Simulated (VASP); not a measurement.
# Be2S5 (R-3m) in VASP: single point with PBE

Aim: the single point of Be2S5 with PBE.

All numbers are computed with VASP 6.6.1; they aren't measurements. Logs are shortened: lines on timing, memory, paths and dates and some standing lists are left out, and cuts for length are marked.

**1. The cell of the first run**

Symmetry: R-3m, No. 166, trigonal system. Conventional cell: a = 6.494 Å, b = 6.494 Å, c = 9.385 Å, α = 90.00°, β = 90.00°, γ = 120.00°. Within 2.7 Å of Be (site symmetry 3m) lie 5 S at 2.02 to 2.67 Å. S (site symmetry 2/m) has 2 Be at 2.18 Å and 2 S at 2.44 Å within 2.9 Å. S (site symmetry -3m) has 2 Be at 2.02 Å within 2.7 Å. Within 3.2 Å of S (site symmetry -3m) lie 6 S at 2.44 Å and 2 Be at 2.67 Å.

The cell was generated, and may not be a known phase.

**2. Single point, PBE**

INCAR

```
SYSTEM = Be2S5
ALGO = Normal ; EDIFF = 1E-7
ENCUT = 520 ; GGA = PE
ISIF = 2 ; ISMEAR = 0
LASPH = .True. ; LCHARG = .False.
LREAL = .False. ; LWAVE = .False.
NBANDS = 26 ; NELM = 100
PREC = Accurate ; SIGMA = 0.2
```

KPOINTS

```
k-points
0
Gamma
  4 4 4
  0 0 0
```

POSCAR

```
Be2S5
1.0
    3.2468965055      1.8745965715      3.1281869661
   -3.2468965055      1.8745965715      3.1281869661
    0.0000000000     -3.7491931429      3.1281869661
Be S
2 5
Direct
    0.7151468186      0.7151468186      0.7151468186
    0.2848531814      0.2848531814      0.2848531814
    0.0000000000      0.0000000000      0.5000000000
    0.5000000000      0.0000000000      0.0000000000
    0.0000000000      0.5000000000      0.0000000000
    0.5000000000      0.5000000000      0.5000000000
    0.0000000000      0.0000000000      0.0000000000
```

Potentials or basis: VASP PAW PBE potentials, release 64 (Be, S).

Launch:

```bash
cat potpaw_PBE.64/Be/POTCAR potpaw_PBE.64/S/POTCAR > POTCAR
mpirun -np 1 vasp_std > vasp.out
```

OUTCAR:

```text
SYSTEM = Be2S5
   EDIFF = 1E-7
   ENCUT = 520
   GGA = PE
   ISIF = 2
   ISMEAR = 0
   LASPH = .True.
   LREAL = .False.
   NELM = 100
   PREC = Accurate

 ion  position               nearest neighbor table
   1  0.715  0.715  0.715-   6 2.02   5 2.18   4 2.18   3 2.18
   2  0.285  0.285  0.285-   6 2.02   5 2.18   4 2.18   3 2.18
   3  0.000  0.000  0.500-   1 2.18   2 2.18   7 2.44   7 2.44
   4  0.500  0.000  0.000-   1 2.18   2 2.18   7 2.44   7 2.44
   5  0.000  0.500  0.000-   1 2.18   2 2.18   7 2.44   7 2.44
   6  0.500  0.500  0.500-   1 2.02   2 2.02
   7  0.000  0.000  0.000-   3 2.44   3 2.44   5 2.44   4 2.44   5 2.44   4 2.44

  LATTYP: Found a trigonal (rhomboedric) cell.
 ALAT       =     4.8828273488
 COS(alpha) =     0.1156500606

  Lattice vectors:

 A1 = (   3.2468965055,   1.8745965715,   3.1281869661)
 A2 = (  -3.2468965055,   1.8745965715,   3.1281869661)
 A3 = (   0.0000000000,  -3.7491931429,   3.1281869661)

Analysis of symmetry for initial positions (statically):
=====================================================================
 Subroutine PRICEL returns:
 Original cell was already a primitive cell.

 Routine SETGRP: Setting up the symmetry group for a
 trigonal (rhombohedral) supercell.

 Subroutine GETGRP returns: Found 12 space group operations
 (whereof 12 operations were pure point group operations)
 out of a pool of 12 trial point group operations.

The static configuration has the point symmetry D_3d.

Analysis of symmetry for dynamics (positions and initial velocities):
=====================================================================
 Subroutine PRICEL returns:
 Original cell was already a primitive cell.

 Routine SETGRP: Setting up the symmetry group for a
 trigonal (rhombohedral) supercell.

 Subroutine GETGRP returns: Found 12 space group operations
 (whereof 12 operations were pure point group operations)
 out of a pool of 12 trial point group operations.

The dynamic configuration has the point symmetry D_3d.

 Subroutine INISYM returns: Found 12 space group operations
 (whereof 12 operations are pure point group operations),
 and found     1 'primitive' translations

----------------------------------------------------------------------------------------

                                     Primitive cell

  volume of cell :     114.2405

  direct lattice vectors                    reciprocal lattice vectors
     3.246896506  1.874596571  3.128186966     0.153993205  0.088908019  0.106557996
    -3.246896506  1.874596571  3.128186966    -0.153993205  0.088908019  0.106557996
     0.000000000 -3.749193143  3.128186966     0.000000000 -0.177816037  0.106557996

  length of vectors
     4.882827349  4.882827349  4.882827349     0.207299661  0.207299661  0.207299661

  position of ions in fractional coordinates (direct lattice)
     0.715146819  0.715146819  0.715146819
     0.284853181  0.284853181  0.284853181
     1.000000000  1.000000000  0.500000000
     0.500000000  1.000000000  0.000000000
     1.000000000  0.500000000  0.000000000
     0.500000000  0.500000000  0.500000000
     0.000000000  0.000000000  0.000000000

  ion indices of the primitive-cell ions
   primitive index   ion index
                 1           1
                 2           2
                 3           3
                 4           4
                 5           5
                 6           6
                 7           7

----------------------------------------------------------------------------------------

 KPOINTS: k-points

Automatic generation of k-mesh.
 Grid dimensions read from file:
 generate k-points for:    4    4    4

 Generating k-lattice:

  Cartesian coordinates                     Fractional coordinates (reciprocal lattice)
     0.038498301  0.022227005  0.026639499     0.250000000 -0.000000000 -0.000000000
    -0.038498301  0.022227005  0.026639499    -0.000000000  0.250000000 -0.000000000
     0.000000000 -0.044454009  0.026639499     0.000000000  0.000000000  0.250000000

  Length of vectors
     0.051824915  0.051824915  0.051824915

  Shift w.r.t. Gamma in fractional coordinates (k-lattice)
     0.000000000  0.000000000  0.000000000

 Subroutine IBZKPT returns following result:
 ===========================================

 Found     13 irreducible k-points:

 Following reciprocal coordinates:
            Coordinates               Weight
  0.000000  0.000000  0.000000      1.000000
  0.250000  0.000000 -0.000000      6.000000
  0.500000  0.000000 -0.000000      3.000000
  0.250000  0.250000 -0.000000      6.000000
  0.500000  0.250000  0.000000     12.000000
 -0.250000  0.250000  0.000000      6.000000
  0.500000  0.500000 -0.000000      3.000000
  0.250000  0.250000  0.250000      2.000000
  0.500000  0.250000  0.250000      6.000000
 -0.250000  0.250000  0.250000      6.000000
  0.500000  0.500000  0.250000      6.000000
 -0.250000  0.500000  0.250000      6.000000
  0.500000  0.500000  0.500000      1.000000
   k-points           NKPTS =     13   k-points in BZ     NKDIM =     13   number of bands    NBANDS=     26
   number of dos      NEDOS =    301   number of ions     NIONS =      7
   total plane-waves  NPLWV =  46656
   dimension x,y,z NGX =    36 NGY =   36 NGZ =   36
   dimension x,y,z NGXF=    72 NGYF=   72 NGZF=   72
   ions per type =               2   5
   NGX,Y,Z   is equivalent  to a cutoff of  12.26, 12.26, 12.26 a.u.
   NGXF,Y,Z  is equivalent  to a cutoff of  24.51, 24.51, 24.51 a.u.
 SYSTEM =  Be2S5
   PREC   = accura    normal or accurate (medium, high low for compatibility)
   ISTART =      0    job   : 0-new  1-cont  2-samecut
   ICHARG =      2    charge: 1-file 2-atom 10-const
   ISPIN  =      1    spin polarized calculation?
   LNONCOLLINEAR =      F non collinear calculations
   LSORBIT =      F    spin-orbit coupling
   LASPH  =      T    aspherical Exc in radial PAW
   ENCUT  =  520.0 eV  38.22 Ry    6.18 a.u.   9.08  9.08  9.08*2*pi/ulx,y,z
   NELM   =    100;   NELMIN=  2; NELMDL= -5     # of ELM steps
   EDIFF  = 0.1E-06   stopping-criterion for ELM
   LREAL  =      F    real-space projection
   EDIFFG = 0.1E-05   stopping-criterion for IOM
   NSW    =      0    number of steps for IOM
   IBRION =     -1    ionic relax: 0-MD 1-quasi-New 2-CG
   NFREE  =      0    steps in history (QN), initial steepest desc. (CG)
   ISIF   =      2    stress and relaxation
   ISYM   =      2    0-nonsym 1-usesym 2-fastsym
   POTIM  = 0.5000    time-step for ionic-motion
   TEBEG  =    0.0;   TEEND  =   0.0 temperature during run
   PSTRESS=    0.0 pullay stress
   NELECT =      34.0000    total number of electrons
   NUPDOWN=      -1.0000    fix difference up-down
   EMIN   =  10.00;   EMAX   =-10.00  energy-range for DOS
   EFERMI =   0.00;   METHOD = LEGACY
   ISMEAR =     0;   SIGMA  =   0.20  broadening in eV -4-tet -1-fermi 0-gaus
   EFERMI_NEDOS =   21; number of points for ismear=-14 and -15
   IALGO  =     38    algorithm
   IMIX   =      4    mixing-type and parameters
     AMIX     =   0.40;   BMIX     =  1.00
     AMIX_MAG =   1.60;   BMIX_MAG =  1.00
  volume/ion in A,a.u.               =      16.32       110.13
  Fermi-wavevector in a.u.,A,eV,Ry     =   1.093019  2.065507 16.254753  1.194691
  Thomas-Fermi vector in A             =   2.229296
   LORBIT       =      0    0 simple, 1 ext, 2 COOP (PROOUT), +10 PAW based schemes
   GGA     = PE    functional components
   LHFCALC =     F    Hartree Fock is set to
   AEXX    =    0.0000 exact exchange contribution
   IVDW    =     0    specifies the selected vdW correction
   LEPSILON=     F    determine dielectric tensor
   LRPA    =     F    only Hartree local field effects (RPA)
 non-spin polarized calculation
 Gauss-broadening in eV      SIGMA  =   0.20
  energy-cutoff  :      520.00
  volume of cell :      114.24
 maximum number of plane-waves:      3096
   NGX = 19   NGY = 19   NGZ = 19

 number of electron      33.9999995 magnetization

 Free energy of the ion-electron system (eV)
  ---------------------------------------------------
  ext. energy  EPLUGINS =         0.00000000
  ---------------------------------------------------
  free energy    TOTEN  =       -28.03991758 eV

  energy without entropy =      -27.97066325  energy(sigma->0) =      -28.00529042

 E-fermi :   5.0902     XC(G=0):  -9.8952

 val. band max:        5.0529721529   @ k =   0.5000   0.2500   0.2500
 cond. band min:       5.1350104176   @ k =   0.5000   0.5000   0.5000
 fundamental gap:      0.0820382647
 Fermi energy:         5.0901986036

 k-point     1 :       0.0000    0.0000    0.0000
  band No.  band energies     occupation
      1     -11.2152      2.00000
      2      -7.3195      2.00000
      3      -7.1029      2.00000
      4      -7.1029      2.00000
      5      -4.7070      2.00000
      6      -3.5053      2.00000
[... 18 lines left out ...]
     25      10.0952      0.00000
     26      10.0952      0.00000

 k-point     2 :       0.2500    0.0000   -0.0000
  band No.  band energies     occupation
      1     -11.0161      2.00000
      2      -7.8125      2.00000
      3      -7.1455      2.00000
      4      -7.0872      2.00000
      5      -5.2266      2.00000
      6      -2.9127      2.00000
[... 18 lines left out ...]
     25      10.7268      0.00000
     26      11.4723      0.00000

 k-point     3 :       0.5000    0.0000   -0.0000
  band No.  band energies     occupation
      1     -10.7512      2.00000
      2      -8.4397      2.00000
      3      -7.0713      2.00000
      4      -7.0014      2.00000
      5      -5.5645      2.00000
      6      -2.5864      2.00000
[... 18 lines left out ...]
     25      11.1669      0.00000
     26      11.3630      0.00000

 k-point     4 :       0.2500    0.2500   -0.0000
  band No.  band energies     occupation
      1     -10.8332      2.00000
      2      -7.7256      2.00000
      3      -7.4711      2.00000
      4      -7.2067      2.00000
      5      -5.7925      2.00000
      6      -2.3356      2.00000
[... 18 lines left out ...]
     25      11.4869      0.00000
     26      11.5667      0.00000

 k-point     5 :       0.5000    0.2500    0.0000
  band No.  band energies     occupation
      1     -10.5339      2.00000
      2      -8.3680      2.00000
      3      -7.5359      2.00000
      4      -7.0463      2.00000
      5      -6.0131      2.00000
      6      -2.0159      2.00000
[... 18 lines left out ...]
     25      11.2970      0.00000
     26      11.5347      0.00000

 k-point     6 :      -0.2500    0.2500    0.0000
  band No.  band energies     occupation
      1     -10.7882      2.00000
      2      -7.9457      2.00000
      3      -7.6381      2.00000
      4      -6.9975      2.00000
      5      -5.6207      2.00000
      6      -2.3049      2.00000
[... 18 lines left out ...]
     25      11.4164      0.00000
     26      12.4074      0.00000

 k-point     7 :       0.5000    0.5000   -0.0000
  band No.  band energies     occupation
      1     -10.2286      2.00000
      2      -8.5017      2.00000
      3      -7.7695      2.00000
      4      -7.2904      2.00000
      5      -6.1611      2.00000
      6      -1.7471      2.00000
[... 18 lines left out ...]
     25      12.5759      0.00000
     26      12.7451      0.00000

 k-point     8 :       0.2500    0.2500    0.2500
  band No.  band energies     occupation
      1     -10.6714      2.00000
      2      -7.4512      2.00000
      3      -7.4331      2.00000
      4      -7.4331      2.00000
      5      -6.6558      2.00000
      6      -1.5773      2.00000
[... 18 lines left out ...]
     25      11.6783      0.00000
     26      11.6783      0.00000

 k-point     9 :       0.5000    0.2500    0.2500
  band No.  band energies     occupation
      1     -10.3341      2.00000
      2      -8.3218      2.00000
      3      -7.4135      2.00000
      4      -7.1452      2.00000
      5      -6.8518      2.00000
      6      -1.2811      2.00000
[... 18 lines left out ...]
     25      11.5983      0.00000
     26      12.4972      0.00000

 k-point    10 :      -0.2500    0.2500    0.2500
  band No.  band energies     occupation
      1     -10.5704      2.00000
      2      -8.0706      2.00000
      3      -7.4520      2.00000
      4      -7.3882      2.00000
      5      -6.1677      2.00000
      6      -1.3936      2.00000
[... 18 lines left out ...]
     25      11.7893      0.00000
     26      12.3750      0.00000

 k-point    11 :       0.5000    0.5000    0.2500
  band No.  band energies     occupation
      1      -9.9576      2.00000
      2      -8.5353      2.00000
      3      -7.7326      2.00000
      4      -7.2461      2.00000
      5      -6.9956      2.00000
      6      -1.4114      2.00000
[... 18 lines left out ...]
     25      12.1615      0.00000
     26      13.0994      0.00000

 k-point    12 :      -0.2500    0.5000    0.2500
  band No.  band energies     occupation
      1     -10.2657      2.00000
      2      -8.4060      2.00000
      3      -7.7202      2.00000
      4      -7.1035      2.00000
      5      -6.5976      2.00000
      6      -1.0652      2.00000
[... 18 lines left out ...]
     25      11.2786      0.00000
     26      12.8470      0.00000

 k-point    13 :       0.5000    0.5000    0.5000
  band No.  band energies     occupation
      1      -9.4818      2.00000
      2      -8.7555      2.00000
      3      -7.6947      2.00000
      4      -7.6947      2.00000
      5      -7.1680      2.00000
      6      -1.8471      2.00000
[... 18 lines left out ...]
     25      12.7679      0.00000
     26      12.7936      0.00000

------------------------ aborting loop because EDIFF is reached ----------------------------------------

  FORCE on cell =-STRESS in cart. coord.  units (eV):
  Direction    XX          YY          ZZ          XY          YZ          ZX
  --------------------------------------------------------------------------------------
  -------------------------------------------------------------------------------------
  Total       -0.0274300     -0.0274300     -0.0982845      0.0000000     -0.0000000      0.0000000
  in kB       -0.3846942     -0.3846942     -1.3784004      0.0000000     -0.0000000      0.0000000
  external PRESSURE =      -0.7159296 kB  Pullay stress =       0.0000000 kB

 VOLUME and BASIS-vectors are now :
 -----------------------------------------------------------------------------
  energy-cutoff  :      520.00
  volume of cell :      114.24
      direct lattice vectors                 reciprocal lattice vectors
     3.246896506  1.874596571  3.128186966     0.153993205  0.088908019  0.106557996
    -3.246896506  1.874596571  3.128186966    -0.153993205  0.088908019  0.106557996
     0.000000000 -3.749193143  3.128186966     0.000000000 -0.177816037  0.106557996

 POSITION                                       TOTAL-FORCE (eV/Angst)
 -----------------------------------------------------------------------------------
      0.00000      0.00000      6.71134         0.000000     -0.000000     -0.001502
      0.00000      0.00000      2.67322         0.000000      0.000000      0.001502
      0.00000     -1.87460      1.56409        -0.000000     -0.000000     -0.000000
      1.62345      0.93730      1.56409         0.000000      0.000000     -0.000000
     -1.62345      0.93730      1.56409         0.000000     -0.000000      0.000000
      0.00000      0.00000      4.69228         0.000000     -0.000000      0.000000
      0.00000      0.00000      0.00000         0.000000      0.000000      0.000000
 -----------------------------------------------------------------------------------
    total drift:                               -0.000000      0.000000     -0.000000

  FREE ENERGIE OF THE ION-ELECTRON SYSTEM (eV)
  ---------------------------------------------------
  free  energy   TOTEN  =       -28.0399175763 eV

  energy  without entropy=      -27.9706632550  energy(sigma->0) =      -28.00529042
```

Wall time 60 s (1 thread of Intel Xeon 8259CL, shared host); peak memory 0.2 GiB.

Results:

```yaml
Free_energy: -28.0399 eV
Pressure: -0.1 GPa
Band_gap_on_the_k_mesh: zero (bands 17 and 18 overlap by 1.19 eV)
```

Levels at points of the mesh, in eV from the Fermi level:
```
           k point  band 14  band 15  band 16  band 17  band 18  band 19  band 20  band 21
(0.00, 0.00, 0.00)    -2.78    -0.61     0.56     0.56     2.03     2.33     2.33     3.18
(0.50, 0.00, 0.00)    -2.08    -1.07    -1.02    -0.97    -0.35     3.54     4.01     4.33
(0.50, 0.50, 0.00)    -2.06    -2.03    -1.04    -1.04    -0.64     0.55     4.40     4.44
(0.50, 0.50, 0.50)    -2.00    -1.54    -1.54     0.04     0.05     0.35     0.35     2.97
```

The gap in the log of VASP goes by the Fermi energy; the results here count the filled bands.